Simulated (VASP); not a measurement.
# Lu2Si2O (P3m1) in VASP: notebook

Runs on Lu2Si2O. Level: PBE. Tasks: single point, relaxation of cell and atoms.

All numbers are computed with VASP 6.6.1; they aren't measurements. Logs are shortened: lines on timing, memory, paths and dates and some standing lists are left out, and cuts for length are marked.

### 1 The cell of the first run

The structure is trigonal, space group P3m1 (No. 156). Conventional cell: a = 4.364 Å, b = 4.364 Å, c = 6.073 Å, α = 90.00°, β = 90.00°, γ = 120.00°. Within 3.1 Å of Lu (site symmetry 3m) lie 1 Lu at 2.36 Å and 3 Si at 2.52 Å and 3 O at 2.74 Å. Lu (site symmetry 3m) has 1 Lu at 2.36 Å and 3 Si at 2.52 Å within 3.1 Å. Within 3.0 Å of Si (site symmetry 3m) lie 1 Si at 2.28 Å and 3 Lu at 2.52 Å and 3 O at 2.75 Å. Within 3.0 Å of Si (site symmetry 3m) lie 1 Si at 2.28 Å and 3 Lu at 2.52 Å. Within 3.7 Å of O (site symmetry 3m) lie 6 Lu at 2.74 to 3.65 Å and 6 Si at 2.75 to 3.69 Å.

The cell was built from a structure type or drawn by symmetry, and may not be a known phase.

### 2 Single point, PBE

INCAR reads:

```
SYSTEM = Lu2Si2O
ALGO = Normal
EDIFF = 1E-6
ENCUT = 520
GGA = PE
ISIF = 2
ISMEAR = 0
LASPH = .True.
LCHARG = .False.
LREAL = .False.
LWAVE = .False.
NBANDS = 40
NELM = 60
PREC = Accurate
SIGMA = 0.1
```

KPOINTS reads:

```
k-points
0
Gamma
  6 6 4
  0 0 0
```

POSCAR reads:

```
Lu2Si2O
1.0
    4.3638580100      0.0000000000      0.0000000000
   -2.1819290100      3.7792119000      0.0000000000
    0.0000000000      0.0000000000      6.0733261700
Lu Si O
2 2 1
Direct
    0.0000000000      0.0000000000      0.3933003700
    0.0000000000      0.0000000000      0.0051328600
    0.6666666700      0.3333333300      0.3908411800
    0.6666666700      0.3333333300      0.0149976000
    0.3333333300      0.6666666700      0.5706863100
```

Potentials or basis: VASP PAW PBE potentials, release 64 (Lu, Si, O).

Started as:

```bash
$ cat potpaw_PBE.64/Lu/POTCAR potpaw_PBE.64/Si/POTCAR potpaw_PBE.64/O/POTCAR > POTCAR
$ mpirun -np 1 vasp_std > vasp.out
```

OUTCAR:

```text
SYSTEM = Lu2Si2O
   EDIFF = 1E-6
   ENCUT = 520
   GGA = PE
   ISIF = 2
   ISMEAR = 0
   LASPH = .True.
   LREAL = .False.
   NELM = 60
   PREC = Accurate

 ion  position               nearest neighbor table
   1  0.000  0.000  0.393-   2 2.36   3 2.52   3 2.52   3 2.52   5 2.74   5 2.74   5 2.74   4 3.41
                             4 3.41   4 3.41   2 3.72
   2  0.000  0.000  0.005-   1 2.36   4 2.52   4 2.52   4 2.52   3 3.44   3 3.44   3 3.44   1 3.72

   3  0.667  0.333  0.391-   4 2.28   1 2.52   1 2.52   1 2.52   2 3.44   2 3.44   2 3.44
   4  0.667  0.333  0.015-   3 2.28   2 2.52   2 2.52   2 2.52   1 3.41   1 3.41   1 3.41
   5  0.333  0.667  0.571-   1 2.74   1 2.74   1 2.74

  LATTYP: Found a hexagonal cell.
 ALAT       =     4.3638580100
 C/A-ratio  =     1.3917332223

  Lattice vectors:

 A1 = (   4.3638580100,   0.0000000000,   0.0000000000)
 A2 = (  -2.1819290100,   3.7792119000,   0.0000000000)
 A3 = (   0.0000000000,   0.0000000000,   6.0733261700)

Analysis of symmetry for initial positions (statically):
=====================================================================
 Subroutine PRICEL returns:
 Original cell was already a primitive cell.

 Routine SETGRP: Setting up the symmetry group for a
 hexagonal supercell.

 Subroutine GETGRP returns: Found  6 space group operations
 (whereof  6 operations were pure point group operations)
 out of a pool of 24 trial point group operations.

The static configuration has the point symmetry C_3v.

Analysis of symmetry for dynamics (positions and initial velocities):
=====================================================================
 Subroutine PRICEL returns:
 Original cell was already a primitive cell.

 Routine SETGRP: Setting up the symmetry group for a
 hexagonal supercell.

 Subroutine GETGRP returns: Found  6 space group operations
 (whereof  6 operations were pure point group operations)
 out of a pool of 24 trial point group operations.

The dynamic configuration has the point symmetry C_3v.

 Subroutine INISYM returns: Found  6 space group operations
 (whereof  6 operations are pure point group operations),
 and found     1 'primitive' translations

----------------------------------------------------------------------------------------

                                     Primitive cell

  volume of cell :     100.1610

  direct lattice vectors                    reciprocal lattice vectors
     4.363858010  0.000000000  0.000000000     0.229155027  0.132302717  0.000000000
[... 92 lines left out ...]
   LREAL  =      F    real-space projection
   EDIFFG = 0.1E-04   stopping-criterion for IOM
   NSW    =      0    number of steps for IOM
   IBRION =     -1    ionic relax: 0-MD 1-quasi-New 2-CG
   NFREE  =      0    steps in history (QN), initial steepest desc. (CG)
   ISIF   =      2    stress and relaxation
   ISYM   =      2    0-nonsym 1-usesym 2-fastsym
   POTIM  = 0.5000    time-step for ionic-motion
   TEBEG  =    0.0;   TEEND  =   0.0 temperature during run
   PSTRESS=    0.0 pullay stress
   NELECT =      64.0000    total number of electrons
   NUPDOWN=      -1.0000    fix difference up-down
   EMIN   =  10.00;   EMAX   =-10.00  energy-range for DOS
   EFERMI =   0.00;   METHOD = LEGACY
   ISMEAR =     0;   SIGMA  =   0.10  broadening in eV -4-tet -1-fermi 0-gaus
   EFERMI_NEDOS =   21; number of points for ismear=-14 and -15
   IALGO  =     38    algorithm
   IMIX   =      4    mixing-type and parameters
     AMIX     =   0.40;   BMIX     =  1.00
     AMIX_MAG =   1.60;   BMIX_MAG =  1.00
  volume/ion in A,a.u.               =      20.03       135.18
  Fermi-wavevector in a.u.,A,eV,Ry     =   1.410053  2.664613 27.051764  1.988249
  Thomas-Fermi vector in A             =   2.532046
   LORBIT       =      0    0 simple, 1 ext, 2 COOP (PROOUT), +10 PAW based schemes
   GGA     = PE    functional components
   LHFCALC =     F    Hartree Fock is set to
   AEXX    =    0.0000 exact exchange contribution
   IVDW    =     0    specifies the selected vdW correction
   LEPSILON=     F    determine dielectric tensor
   LRPA    =     F    only Hartree local field effects (RPA)
 non-spin polarized calculation
 Gauss-broadening in eV      SIGMA  =   0.10
  energy-cutoff  :      520.00
  volume of cell :      100.16
 maximum number of plane-waves:      2724
   NGX = 17   NGY = 17   NGZ = 23

 number of electron      63.9999977 magnetization

 Free energy of the ion-electron system (eV)
  ---------------------------------------------------
  ext. energy  EPLUGINS =         0.00000000
  ---------------------------------------------------
  free energy    TOTEN  =       -20.53824913 eV

  energy without entropy =      -20.52490409  energy(sigma->0) =      -20.53157661

 E-fermi :   3.6391     XC(G=0): -10.3256

 val. band max:        3.5996092214   @ k =   0.5000  -0.0000   0.0000
 cond. band min:       3.6662510869   @ k =   0.0000   0.0000   0.0000
 fundamental gap:      0.0666418656
 Fermi energy:         3.6390987168

 k-point     1 :       0.0000    0.0000    0.0000
  band No.  band energies     occupation
      1     -53.0724      2.00000
      2     -52.6422      2.00000
      3     -25.3330      2.00000
      4     -23.7213      2.00000
      5     -23.7213      2.00000
      6     -23.2494      2.00000
[... 1021 lines left out ...]
     39       6.7840      0.00000
     40       6.8922      0.00000

------------------------ aborting loop because EDIFF is reached ----------------------------------------

  FORCE on cell =-STRESS in cart. coord.  units (eV):
  Direction    XX          YY          ZZ          XY          YZ          ZX
  --------------------------------------------------------------------------------------
  -------------------------------------------------------------------------------------
  Total        8.8763796      8.8763796     13.6573381     -0.0000000      0.0000000      0.0000000
  in kB      141.9868059    141.9868062    218.4631458     -0.0000002      0.0000000      0.0000000
  external PRESSURE =     167.4789193 kB  Pullay stress =       0.0000000 kB

 VOLUME and BASIS-vectors are now :
 -----------------------------------------------------------------------------
  energy-cutoff  :      520.00
  volume of cell :      100.16
      direct lattice vectors                 reciprocal lattice vectors
     4.363858010  0.000000000  0.000000000     0.229155027  0.132302717  0.000000000
    -2.181929010  3.779211900  0.000000000     0.000000000  0.264605433  0.000000000
     0.000000000  0.000000000  6.073326170     0.000000000  0.000000000  0.164654420

 POSITION                                       TOTAL-FORCE (eV/Angst)
 -----------------------------------------------------------------------------------
      0.00000      0.00000      2.38864        -0.000000      0.000000      7.799588
      0.00000      0.00000      0.03117        -0.000000      0.000000     -7.829016
      2.18193      1.25974      2.37371        -0.000000     -0.000000      0.396497
      2.18193      1.25974      0.09109        -0.000000     -0.000000      0.287233
     -0.00000      2.51947      3.46596         0.000000      0.000000     -0.654302
 -----------------------------------------------------------------------------------
    total drift:                                0.000033     -0.000020      0.001931

  FREE ENERGIE OF THE ION-ELECTRON SYSTEM (eV)
  ---------------------------------------------------
  free  energy   TOTEN  =       -20.5382491258 eV

  energy  without entropy=      -20.5249040937  energy(sigma->0) =      -20.53157661
```

stdout:

```text
POSCAR found type information on POSCAR LuSiO
 POSCAR found :  3 types and       5 ions
 scaLAPACK will be used
 LDA part: xc-table for (Slater+PW92), standard interpolation
 POSCAR, INCAR and KPOINTS ok, starting setup
 FFT: planning ... GRIDC
 FFT: planning ... GRID_SOFT
 FFT: planning ... GRID
 WAVECAR not read
 entering main loop
```

Wall time 65 s (1 thread of Intel Xeon 6975P-C (Granite Rapids), shared host); peak memory 0.25 GiB.

Results:

| Item | Value |
| --- | --- |
| Free energy | -20.5382 eV |
| Pressure | 16.7 GPa |
| Largest force | 7.829 eV/Å |
| Band gap on the k mesh | zero (bands 32 and 33 overlap by 0.29 eV) |

Forces on the atoms (eV/Å):
```
Lu   0.000  0.000  7.800
Lu   0.000  0.000 -7.829
Si   0.000  0.000  0.396
Si   0.000  0.000  0.287
O    0.000  0.000 -0.654
```

Caveat: the cell stands under pressure; spin-orbit coupling is left out, which moves the levels of the heavy elements; forces of over 1 eV/Å act on the atoms, so gaps and moduli don't describe the material at rest.

### 3 Single point, PBE

This run uses another cell than the first one, of 21.32 Å³/atom.

INCAR reads:

```
SYSTEM = Lu2Si2O
PREC = Accurate
ENCUT = 520
EDIFF = 1E-6
ISMEAR = 0
SIGMA = 0.1
LREAL = .FALSE.
LASPH = .TRUE.
NELM = 100
ALGO = Normal
ISIF = 2
LWAVE = .FALSE.
LCHARG = .FALSE.
GGA = PE
NBANDS = 40
```

KPOINTS reads:

```
regular mesh
0
G
  6 6 4
  0 0 0
```

POSCAR reads:

```
Lu2Si2O
1.0
    3.4184348851      0.0000000023      0.0000000000
   -1.7092174445      2.9604514505      0.0000000000
    0.0000000000      0.0000000000     10.5320092520
Lu Si O
2 2 1
Direct
    0.0000000000      0.0000000000      0.6345883125
    0.0000000000      0.0000000000      0.0581428271
    0.6666666667      0.3333333333      0.2612488014
    0.6666666667      0.3333333333     -0.1460543579
    0.3333333333      0.6666666667      0.5670327369
```

Potentials or basis: VASP PAW PBE potentials, release 64 (Lu, Si, O).

Started as:

```bash
$ cat potpaw_PBE.64/Lu/POTCAR potpaw_PBE.64/Si/POTCAR potpaw_PBE.64/O/POTCAR > POTCAR
$ mpirun -np 1 vasp_std > vasp.out
```

Run time: 91 s. Hardware: 1 thread of Intel Xeon 6975P-C (Granite Rapids), shared host; peak memory 0.29 GiB.

Results (log left out):

```yaml
Free_energy: -29.6343 eV
Pressure: 0.5 GPa
Largest_force: 0.118 eV/Å
Band_gap_on_the_k_mesh: zero (bands 32 and 33 overlap by 3.27 eV)
```

Forces on the atoms (eV/Å):
```
Lu   0.000  0.000  0.118
Lu   0.000  0.000  0.008
Si   0.000  0.000 -0.006
Si   0.000  0.000 -0.026
O    0.000  0.000 -0.094
```

Stress tensor (GPa, compression positive):
```
0.60 0.00 0.00
0.00 0.60 0.00
0.00 0.00 0.28
```

Levels at points of the mesh, in eV from the Fermi level:
| k point | band 28 | band 29 | band 30 | band 31 | band 32 | band 33 | band 34 | band 35 | band 36 | band 37 |
| --- | --- | --- | --- | --- | --- | --- | --- | --- | --- | --- |
| (0.00, 0.00, 0.00) | -3.66 | -3.66 | -0.68 | 0.49 | 2.01 | 2.01 | 3.31 | 3.31 | 3.83 | 4.78 |
| (0.50, 0.00, 0.00) | -3.22 | -3.12 | -2.62 | -1.37 | -0.56 | 0.80 | 1.19 | 2.35 | 2.79 | 3.48 |
| (0.00, 0.00, 0.50) | -3.66 | -3.20 | -1.43 | 1.13 | 2.01 | 2.01 | 3.33 | 3.33 | 3.58 | 4.74 |
| (0.50, 0.00, 0.50) | -3.22 | -2.91 | -2.69 | -1.46 | -0.52 | 0.79 | 1.19 | 2.34 | 2.98 | 3.41 |

Caveat: spin-orbit coupling is left out, which moves the levels of the heavy elements.

### 4 Relaxation of cell and atoms, PBE

INCAR reads:

```
  PREC = Accurate
  ENCUT = 600
  EDIFF = 1E-7
  ISMEAR = 0
  SIGMA = 0.1
  LREAL = False
  LASPH = True
  NELM = 80
  ALGO = Normal
  ISIF = 3
  LWAVE = False
  LCHARG = False
  GGA = PE
  IBRION = 2
  NSW = 90
  EDIFFG = -0.04
```

KPOINTS reads:

```
regular mesh
0
Gamma
  6 6 4
```

POSCAR reads:

```
Lu2Si2O
1.0
    4.3638580100      0.0000000000      0.0000000000
   -2.1819290100      3.7792119000      0.0000000000
    0.0000000000      0.0000000000      6.0733261700
Lu Si O
2 2 1
Direct
    0.0000000000      0.0000000000      0.3933003700
    0.0000000000      0.0000000000      0.0051328600
    0.6666666700      0.3333333300      0.3908411800
    0.6666666700      0.3333333300      0.0149976000
    0.3333333300      0.6666666700      0.5706863100
```

Started as:

```bash
$ cat potpaw_PBE.64/Lu/POTCAR potpaw_PBE.64/Si/POTCAR potpaw_PBE.64/O/POTCAR > POTCAR
$ mpirun -np 1 vasp_std > vasp.out
```

Run time: 63 min. Hardware: 1 thread of Intel Xeon 6975P-C (Granite Rapids), shared host; peak memory 0.33 GiB.

The run converged. Its results:

```
Free energy                           : -29.3358 eV
Relaxed volume                        : 17.24 Å³/atom
Relaxed cell                          : a = 3.254 Å, b = 3.254 Å, c = 9.399 Å, α = 90.00°, β = 90.00°, γ = 120.00°
Space group after relaxing (to 0.1 Å) : P-6m2 (No. 187)
Pressure after relaxing               : -0.1 GPa
Largest force after relaxing          : 0.036 eV/Å
Band gap on the k mesh                : zero (bands 32 and 33 overlap by 3.32 eV)
```

Forces on the atoms (eV/Å):
```
Lu   0.000  0.000  0.021
Lu   0.000  0.000 -0.005
Si   0.000  0.000 -0.036
Si   0.000  0.000  0.026
O    0.000  0.000 -0.006
```

Stress tensor (GPa, compression positive):
```
-0.02  0.00  0.00
 0.00 -0.02  0.00
 0.00  0.00 -0.20
```

Final structure:
```
Lu Si O
1.0
     3.25384    0.00000    0.00000
    -1.62692    2.81791    0.00000
     0.00000    0.00000    9.39900
Lu Si O
2 2 1
Direct
  0.00000 0.00000 0.51600
  0.00000 0.00000 0.83388
  0.66667 0.33333 0.29795
  0.66667 0.33333 0.05208
  0.33333 0.66667 0.67506
```

Levels at points of the mesh, in eV from the Fermi level:
```tsv
k point	band 29	band 30	band 31	band 32	band 33	band 34	band 35	band 36
(0.00, 0.00, 0.00)	-4.39	-0.60	-0.19	2.05	2.05	2.29	2.54	2.54
(0.50, 0.00, 0.00)	-4.34	-2.87	-2.52	-0.72	0.17	1.25	2.25	2.30
(0.00, 0.00, 0.50)	-3.23	-2.28	1.27	1.68	1.93	1.93	2.66	2.66
(0.50, 0.00, 0.50)	-4.46	-2.67	-2.28	-0.76	-0.12	1.16	2.40	3.08
```

Caveat: a cell axis changed by over 15 % at a fixed basis, so the end point is rough; spin-orbit coupling is left out, which moves the levels of the heavy elements.

### 5 Single point, PBE

This run uses another cell than the first one, of 21.57 Å³/atom.

INCAR reads:

```
SYSTEM = Lu2Si2O
PREC = Accurate
ENCUT = 520
EDIFF = 1E-7
ISMEAR = 0
SIGMA = 0.1
LREAL = .False.
LASPH = .True.
NELM = 100
ALGO = Normal
ISIF = 2
LWAVE = .False.
LCHARG = .False.
GGA = PE
NBANDS = 40
```

KPOINTS reads:

```
regular mesh
0
Gamma
  12 12 4
  0 0 0
```

POSCAR reads:

```
Lu2Si2O
1.0
    3.4148480026      0.0000000000      0.0000000000
   -1.7074240013      2.9573451204      0.0000000000
    0.0000000000      0.0000000000     10.6786221876
Lu Si O
2 2 1
Direct
    0.0000000000      0.0000000000      0.6364851434
    0.0000000000      0.0000000000      0.0576337681
    0.6666666667      0.3333333333      0.2566169277
    0.6666666667      0.3333333333      0.8543160181
    0.3333333333      0.6666666667      0.5699064628
```

Started as:

```bash
$ cat potpaw_PBE.64/Lu/POTCAR potpaw_PBE.64/Si/POTCAR potpaw_PBE.64/O/POTCAR > POTCAR
$ mpirun -np 1 vasp_std > vasp.out
```

Run time: 3.8 min. Hardware: 1 thread of Intel Xeon 6975P-C (Granite Rapids), shared host; peak memory 0.42 GiB.

The run converged. Its results:

```
Free energy            : -29.6807 eV
Pressure               : 0.5 GPa
Largest force          : 0.109 eV/Å
Band gap on the k mesh : zero (bands 32 and 33 overlap by 3.35 eV)
```

Forces in eV/Å, atoms in the order of the input:
```
Lu   0.000  0.000  0.103
Lu   0.000  0.000  0.001
Si   0.000  0.000  0.015
Si   0.000  0.000 -0.010
O    0.000  0.000 -0.109
```

Stress tensor (GPa, compression positive):
```
0.57 0.00 0.00
0.00 0.57 0.00
0.00 0.00 0.22
```

Levels at points of the mesh, in eV from the Fermi level:
```tsv
k point	band 30	band 31	band 32	band 33	band 34	band 35
(0.00, 0.00, 0.00)	-0.89	0.42	1.95	1.95	3.24	3.24
(0.50, 0.00, 0.00)	-2.76	-1.48	-0.66	0.77	1.10	2.26
(0.00, 0.00, 0.50)	-1.54	1.01	1.95	1.95	3.25	3.25
(0.50, 0.00, 0.50)	-2.80	-1.56	-0.62	0.75	1.10	2.25
```

Caveat: spin-orbit coupling is left out, which moves the levels of the heavy elements.

### 6 Overview

```tsv
task	cell	k mesh	cutoff (eV)	gap on the mesh (eV)	pressure (GPa)	largest force (eV/Å)
single point	a = 4.364, b = 4.364, c = 6.073 Å, angles 90.0, 90.0, 120.0°, 5 atoms, atomic positions A	6 × 6 × 4	520	none	16.7	7.83
single point	a = 3.418, b = 3.418, c = 10.532 Å, angles 90.0, 90.0, 120.0°, 5 atoms, atomic positions B	6 × 6 × 4	520	none	0.5	0.12
relaxation of cell and atoms	relaxed from a = 4.364, b = 4.364, c = 6.073 Å, angles 90.0, 90.0, 120.0°, 5 atoms, atomic positions A	6 × 6 × 4	600	none	-0.1	0.04
single point	a = 3.415, b = 3.415, c = 10.679 Å, angles 90.0, 90.0, 120.0°, 5 atoms, atomic positions C	12 × 12 × 4	520	none	0.5	0.11
```

Alike in all rows: level PBE; potentials or basis VASP PAW PBE potentials, release 64 (Lu, Si, O); no spin polarisation; smearing gaussian 0.1 eV.

Caveats: spin-orbit coupling is left out, which moves the levels of the heavy elements; the cell stands under pressure (at least some runs); forces of over 1 eV/Å act on the atoms, so gaps and moduli don't describe the material at rest (at least some runs); a cell axis changed by over 15 % at a fixed basis, so the end point is rough (at least some runs).

Total energies depend on the potentials used, so only differences within one code and one set of settings carry meaning.
